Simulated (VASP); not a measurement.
A run of VASP 6.6.1 is set up as follows.

INCAR

```
SYSTEM = LaBe
PREC     = Accurate       ! precision mode
ENCUT    = 600            ! plane-wave cutoff, eV
EDIFF    = 1E-6           ! SCF threshold, eV
ISMEAR   = 0              ! smearing method
SIGMA    = 0.1            ! smearing width, eV
LREAL    = .False.        ! projectors in reciprocal space
LASPH    = .True.         ! aspherical terms in the spheres
NELM     = 100            ! most SCF steps
ALGO     = Normal         ! electronic algorithm
ISIF     = 3              ! what is computed and relaxed
LWAVE    = .False.        ! write WAVECAR
LCHARG   = .False.        ! write CHGCAR
GGA      = PE             ! functional
IBRION   = 2              ! ionic algorithm
NSW      = 90             ! ionic steps
EDIFFG   = -0.04          ! ionic threshold
```

The input KPOINTS:

```
Automatic mesh
0
Gamma
  6 6 6
  0 0 0
```

POSCAR

```
LaBe
1.0
    3.3621856700      0.0000000000      0.0000000000
    0.0000000000      3.3621856700      0.0000000000
    0.0000000000      0.0000000000      3.3621856700
La Be
1 1
Direct
    0.0000000000      0.0000000000      0.0000000000
    0.5000000000      0.5000000000      0.5000000000
```

Potentials or basis: VASP PAW PBE potentials, release 64 (La, Be).

Run with:

```console
$ cat potpaw_PBE.64/La/POTCAR potpaw_PBE.64/Be/POTCAR > POTCAR
$ mpirun -np 1 vasp_std > vasp.out
```

Problem. Predict the band gap on the k mesh.

Solution. Zero (an odd number of electrons rules out a gap without spin polarisation).

Problem. Estimate the relaxed cell.

Solution. a = 3.593 Å, b = 3.593 Å, c = 3.593 Å, α = 90.00°, β = 90.00°, γ = 90.00°.

Problem. What does it give for the space group after relaxing (to 0.1 Å)?

Solution. Pm-3m (No. 221).

Problem. Estimate the relaxed volume.

Solution. 23.19 Å³/atom.

Final structure:
```
La Be
1.0
     3.59284    0.00000    0.00000
     0.00000    3.59284    0.00000
     0.00000    0.00000    3.59284
La Be
1 1
Cartesian
  0.0000 0.0000 0.0000
  1.7964 1.7964 1.7964
```

Caveat: the volume moved by over 15 % at a fixed basis, so the end points are rough; spin-orbit coupling is left out, which moves the levels of the heavy elements.
